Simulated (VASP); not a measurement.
# Co (P6_3/mmc) in VASP: single point with r2SCAN

Aim: the single point of Co with r2SCAN.

All numbers are computed with VASP 6.6.1; they aren't measurements. Logs are shortened: lines on timing, memory, paths and dates and some standing lists are left out, and cuts for length are marked.

**1. The cell of the first run**

Symmetry: P6_3/mmc, No. 194, hexagonal system. Conventional cell: a = 2.472 Å, b = 2.472 Å, c = 8.076 Å, α = 90.00°, β = 90.00°, γ = 120.00°. Within 3.3 Å of Co (site symmetry -3m) lie 12 Co at 2.47 Å. Co (site symmetry -6m2) has 12 Co at 2.47 Å within 3.3 Å.

**2. Single point, r2SCAN, collinear spin, ferromagnetic start**

The input, POSCAR:

```
Co
1.0
    2.4720663246      0.0000000000      0.0000000000
   -1.2360331623      2.1408722369      0.0000000000
    0.0000000000      0.0000000000      8.0762940695
Co
4
Direct
    0.0000000000      0.0000000000      0.0000000000
    0.3333333333      0.6666666667      0.2500000000
    0.0000000000      0.0000000000      0.5000000000
    0.6666666667      0.3333333333      0.7500000000
```

The input, INCAR.step1:

```
ALGO = Normal ; EDIFF = 1E-4
ENCUT = 520 ; GGA = PE
ISMEAR = 0 ; ISPIN = 2
LASPH = T ; LCHARG = F
LMAXMIX = 4 ; LREAL = F
LWAVE = T ; MAGMOM = 2.13 2.16 2.13 2.16
NBANDS = 30 ; NELM = 150
PREC = Accurate ; SIGMA = 0.1
```

The input, INCAR.step2:

```
ALGO = Normal ; EDIFF = 1E-6
ENCUT = 520 ; ISIF = 2
ISMEAR = 0 ; ISPIN = 2
ISTART = 1 ; LASPH = T
LCHARG = F ; LMAXMIX = 4
LMIXTAU = T ; LORBIT = 11
LREAL = F ; LWAVE = F
MAGMOM = 2.13 2.16 2.13 2.16 ; METAGGA = R2SCAN
NBANDS = 30 ; NELM = 150
PREC = Accurate ; SIGMA = 0.1
```

The input, KPOINTS:

```
k-points
0
Gamma
  21 21 6
```

Potentials or basis: VASP PAW PBE potentials, release 64 (Co).

Started as:

```sh
$ cat potpaw_PBE.64/Co/POTCAR > POTCAR
$ cp INCAR.step1 INCAR
$ mpirun -np 1 vasp_std > vasp.out
$ cp INCAR.step2 INCAR
$ mpirun -np 1 vasp_std > vasp.out
```

OUTCAR:

```text
EDIFF = 1E-6
   ENCUT = 520
   ISIF = 2
   ISMEAR = 0
   ISPIN = 2
   ISTART = 1
   LASPH = T
   LORBIT = 11
   LREAL = F
   METAGGA = R2SCAN
   NELM = 150
   PREC = Accurate

 ion  position               nearest neighbor table
   1  0.000  0.000  0.000-   2 2.47   4 2.47   2 2.47   4 2.47   4 2.47   2 2.47
   2  0.333  0.667  0.250-   1 2.47   3 2.47   1 2.47   3 2.47   1 2.47   3 2.47
   3  0.000  0.000  0.500-   2 2.47   4 2.47   2 2.47   4 2.47   4 2.47   2 2.47
   4  0.667  0.333  0.750-   1 2.47   3 2.47   1 2.47   3 2.47   1 2.47   3 2.47

  LATTYP: Found a hexagonal cell.
 ALAT       =     2.4720663246
 C/A-ratio  =     3.2670215961

  Lattice vectors:

 A1 = (   2.4720663246,   0.0000000000,   0.0000000000)
 A2 = (  -1.2360331623,   2.1408722369,   0.0000000000)
 A3 = (   0.0000000000,   0.0000000000,   8.0762940695)

Analysis of symmetry for initial positions (statically):
=====================================================================
 Subroutine PRICEL returns:
 Original cell was already a primitive cell.

 Routine SETGRP: Setting up the symmetry group for a
 hexagonal supercell.

 Subroutine GETGRP returns: Found 24 space group operations
 (whereof 12 operations were pure point group operations)
 out of a pool of 24 trial point group operations.

The static configuration has the point symmetry D_3d.
 The point group associated with its full space group is D_6h.

Analysis of symmetry for dynamics (positions and initial velocities):
=====================================================================
 Subroutine PRICEL returns:
 Original cell was already a primitive cell.

 Routine SETGRP: Setting up the symmetry group for a
 hexagonal supercell.

 Subroutine GETGRP returns: Found 24 space group operations
 (whereof 12 operations were pure point group operations)
 out of a pool of 24 trial point group operations.

The dynamic configuration has the point symmetry D_3d.
 The point group associated with its full space group is D_6h.

Analysis of structural, dynamic, and magnetic symmetry:
=====================================================================
 Subroutine PRICEL returns:
 Original cell was already a primitive cell.

 Routine SETGRP: Setting up the symmetry group for a
 hexagonal supercell.

 Subroutine GETGRP returns: Found 24 space group operations
 (whereof 12 operations were pure point group operations)
 out of a pool of 24 trial point group operations.

The overall configuration has the point symmetry D_3d.
 The point group associated with its full space group is D_6h.

 Subroutine INISYM returns: Found 24 space group operations
 (whereof 12 operations are pure point group operations),
 and found     1 'primitive' translations

----------------------------------------------------------------------------------------

                                     Primitive cell

  volume of cell :      42.7428

  direct lattice vectors                    reciprocal lattice vectors
     2.472066325  0.000000000  0.000000000     0.404519891  0.233549668  0.000000000
    -1.236033162  2.140872237  0.000000000     0.000000000  0.467099336  0.000000000
     0.000000000  0.000000000  8.076294069     0.000000000  0.000000000  0.123819166

  length of vectors
     2.472066325  2.472066325  8.076294069     0.467099336  0.467099336  0.123819166

  position of ions in fractional coordinates (direct lattice)
     0.000000000  0.000000000  0.000000000
     0.333333333  0.666666667  0.250000000
     0.000000000  0.000000000  0.500000000
     0.666666667  0.333333333  0.750000000

  ion indices of the primitive-cell ions
   primitive index   ion index
                 1           1
                 2           2
                 3           3
                 4           4

----------------------------------------------------------------------------------------

 KPOINTS: k-points

Automatic generation of k-mesh.
 Grid dimensions read from file:
 generate k-points for:   21   21    6

 Generating k-lattice:

  Cartesian coordinates                     Fractional coordinates (reciprocal lattice)
     0.019262852  0.011121413  0.000000000     0.047619048  0.000000000  0.000000000
     0.000000000  0.022242826  0.000000000     0.000000000  0.047619048  0.000000000
     0.000000000  0.000000000  0.020636528     0.000000000  0.000000000  0.166666667

  Length of vectors
     0.022242826  0.022242826  0.020636528

  Shift w.r.t. Gamma in fractional coordinates (k-lattice)
     0.000000000  0.000000000  0.000000000

 Subroutine IBZKPT returns following result:
 ===========================================

 Found    192 irreducible k-points:

 Following reciprocal coordinates:
            Coordinates               Weight
  0.000000  0.000000  0.000000      1.000000
  0.047619 -0.000000  0.000000      6.000000
  0.095238 -0.000000  0.000000      6.000000
  0.142857 -0.000000  0.000000      6.000000
  0.190476 -0.000000  0.000000      6.000000
  0.238095 -0.000000  0.000000      6.000000
[... 16 lines left out ...]
  0.142857  0.095238  0.000000     12.000000
  0.190476  0.095238  0.000000     12.000000
 [... further k-points ...]
   k-points           NKPTS =    192   k-points in BZ     NKDIM =    192   number of bands    NBANDS=     30
   number of dos      NEDOS =    301   number of ions     NIONS =      4
   total plane-waves  NPLWV =  19440
   dimension x,y,z NGX =    18 NGY =   18 NGZ =   60
   dimension x,y,z NGXF=    36 NGYF=   36 NGZF=  120
   ions per type =               4
   NGX,Y,Z   is equivalent  to a cutoff of  12.10, 12.10, 12.35 a.u.
   NGXF,Y,Z  is equivalent  to a cutoff of  24.21, 24.21, 24.70 a.u.
 SYSTEM =  unknown system
   PREC   = accura    normal or accurate (medium, high low for compatibility)
   ISTART =      1    job   : 0-new  1-cont  2-samecut
   ICHARG =      0    charge: 1-file 2-atom 10-const
   ISPIN  =      2    spin polarized calculation?
   LNONCOLLINEAR =      F non collinear calculations
   LSORBIT =      F    spin-orbit coupling
   LASPH  =      T    aspherical Exc in radial PAW
   ENCUT  =  520.0 eV  38.22 Ry    6.18 a.u.   4.60  4.60 15.02*2*pi/ulx,y,z
   NELM   =    150;   NELMIN=  2; NELMDL=  0     # of ELM steps
   EDIFF  = 0.1E-05   stopping-criterion for ELM
   LREAL  =      F    real-space projection
   EDIFFG = 0.1E-04   stopping-criterion for IOM
   NSW    =      0    number of steps for IOM
   IBRION =     -1    ionic relax: 0-MD 1-quasi-New 2-CG
   NFREE  =      0    steps in history (QN), initial steepest desc. (CG)
   ISIF   =      2    stress and relaxation
   ISYM   =      2    0-nonsym 1-usesym 2-fastsym
   POTIM  = 0.5000    time-step for ionic-motion
   TEBEG  =    0.0;   TEEND  =   0.0 temperature during run
   PSTRESS=    0.0 pullay stress
   NELECT =      36.0000    total number of electrons
   NUPDOWN=      -1.0000    fix difference up-down
   EMIN   =  10.00;   EMAX   =-10.00  energy-range for DOS
   EFERMI =   0.00;   METHOD = LEGACY
   ISMEAR =     0;   SIGMA  =   0.10  broadening in eV -4-tet -1-fermi 0-gaus
   EFERMI_NEDOS =   21; number of points for ismear=-14 and -15
   IALGO  =     38    algorithm
   IMIX   =      4    mixing-type and parameters
     AMIX     =   0.40;   BMIX     =  1.00
     AMIX_MAG =   1.60;   BMIX_MAG =  1.00
  volume/ion in A,a.u.               =      10.69        72.11
  Fermi-wavevector in a.u.,A,eV,Ry     =   1.546042  2.921596 32.521276  2.390246
  Thomas-Fermi vector in A             =   2.651335
   LORBIT       =     11    0 simple, 1 ext, 2 COOP (PROOUT), +10 PAW based schemes
   METAGGA = R2SCAN    functional components
   LHFCALC =     F    Hartree Fock is set to
   AEXX    =    0.0000 exact exchange contribution
   IVDW    =     0    specifies the selected vdW correction
   LEPSILON=     F    determine dielectric tensor
   LRPA    =     F    only Hartree local field effects (RPA)
 spin polarized calculation
 Gauss-broadening in eV      SIGMA  =   0.10
  energy-cutoff  :      520.00
  volume of cell :       42.74
 maximum number of plane-waves:      1174
   NGX =  9   NGY =  9   NGZ = 31

 number of electron      35.9999989 magnetization       7.0793654

 Free energy of the ion-electron system (eV)
  ---------------------------------------------------
  ext. energy  EPLUGINS =         0.00000000
  ---------------------------------------------------
  free energy    TOTEN  =       -52.87703611 eV

  energy without entropy =      -52.86342906  energy(sigma->0) =      -52.87023258

 E-fermi :  10.6593     XC(G=0): -14.7792

 val. band max:       10.6584395962   @ k =   0.3810   0.1905   0.1667
 cond. band min:      10.6649879159   @ k =   0.2381  -0.0000   0.3333
 fundamental gap:      0.0065483196
 Fermi energy:        10.6592593401

 spin component 1

 k-point     1 :       0.0000    0.0000    0.0000
  band No.  band energies     occupation
      1       1.0807      1.00000
      2       3.3411      1.00000
      3       3.3851      1.00000
      4       4.7323      1.00000
      5       6.8917      1.00000
      6       6.9387      1.00000
[... 781 lines left out ...]
     29      26.9954      0.00000
     30      27.5085      0.00000

 [... further k-points ...]

 spin component 2

 k-point     1 :       0.0000    0.0000    0.0000
  band No.  band energies     occupation
      1       0.5420      1.00000
      2       2.9801      1.00000
      3       3.0021      1.00000
      4       5.8356      1.00000
      5       8.6714      1.00000
      6       8.8185      1.00000
[... 781 lines left out ...]
     29      27.5742      0.00000
     30      28.1026      0.00000

 [... further k-points ...]

------------------------ aborting loop because EDIFF is reached ----------------------------------------

  FORCE on cell =-STRESS in cart. coord.  units (eV):
  Direction    XX          YY          ZZ          XY          YZ          ZX
  --------------------------------------------------------------------------------------
  -------------------------------------------------------------------------------------
  Total       -0.0525249     -0.0525249     -0.0108173      0.0000000      0.0000000      0.0000000
  in kB       -1.9688492     -1.9688491     -0.4054790      0.0000000      0.0000000      0.0000000
  external PRESSURE =      -1.4477258 kB  Pullay stress =       0.0000000 kB

 VOLUME and BASIS-vectors are now :
 -----------------------------------------------------------------------------
  energy-cutoff  :      520.00
  volume of cell :       42.74
      direct lattice vectors                 reciprocal lattice vectors
     2.472066325  0.000000000  0.000000000     0.404519891  0.233549668  0.000000000
    -1.236033162  2.140872237  0.000000000     0.000000000  0.467099336  0.000000000
     0.000000000  0.000000000  8.076294069     0.000000000  0.000000000  0.123819166

 POSITION                                       TOTAL-FORCE (eV/Angst)
 -----------------------------------------------------------------------------------
      0.00000      0.00000      0.00000        -0.000000      0.000000      0.000000
     -0.00000      1.42725      2.01907         0.000000     -0.000000     -0.000000
      0.00000      0.00000      4.03815         0.000000      0.000000      0.000000
      1.23603      0.71362      6.05722        -0.000000      0.000000     -0.000000
 -----------------------------------------------------------------------------------
    total drift:                                0.000000     -0.000000      0.000000

  FREE ENERGIE OF THE ION-ELECTRON SYSTEM (eV)
  ---------------------------------------------------
  free  energy   TOTEN  =       -52.8770361057 eV

  energy  without entropy=      -52.8634290640  energy(sigma->0) =      -52.87023258

 total charge

# of ion       s       p       d       tot
------------------------------------------
    1        0.519   0.575   7.236   8.330
    2        0.516   0.578   7.225   8.320
    3        0.519   0.575   7.236   8.330
    4        0.516   0.578   7.225   8.320
--------------------------------------------------
tot          2.070   2.307  28.922  33.299

 magnetization (x)

# of ion       s       p       d       tot
------------------------------------------
    1       -0.009  -0.075   1.897   1.813
    2       -0.008  -0.077   1.928   1.844
    3       -0.009  -0.075   1.897   1.813
    4       -0.008  -0.077   1.928   1.844
--------------------------------------------------
tot         -0.033  -0.304   7.650   7.312
```

Wall time 56 min (1 thread of Oxide Virtual Turin-like, shared host); peak memory 0.39 GiB.

Results:

- Free energy: -52.8770 eV
- Pressure: -0.1 GPa
- Net moment: 7.08 μB per cell
- Site moments: Co +1.81, +1.84 (each value once) μB
- Valence electrons inside the program's atomic spheres: Co 8.33, 8.32 (each value once)

Stress tensor (GPa, compression positive):
```
-0.20  0.00  0.00
 0.00 -0.20  0.00
 0.00  0.00 -0.04
```

Levels at points of the mesh, in eV from the Fermi level:
Spin up:
```tsv
k point	band 18	band 19	band 20	band 21	band 22	band 23	band 24	band 25	band 26	band 27
(0.00, 0.00, 0.00)	-2.42	-2.42	-2.03	-2.03	-1.63	-1.63	-0.49	6.06	15.06	15.07
(0.00, 0.00, 0.50)	-2.58	-2.41	-2.41	-1.80	-1.80	-1.80	-1.80	9.25	9.25	21.43
```
Spin down:
```
           k point  band 11  band 12  band 13  band 14  band 15  band 16  band 17  band 18
(0.00, 0.00, 0.00)    -1.09    -1.00    -0.91    -0.91    -0.85    -0.85     0.43     0.43
(0.00, 0.00, 0.50)    -1.07    -1.07    -0.98    -0.98    -0.98    -0.98     0.57     0.57
```

Caveat: the PAW data sets were made with another functional, which shifts forces and pressure a little.
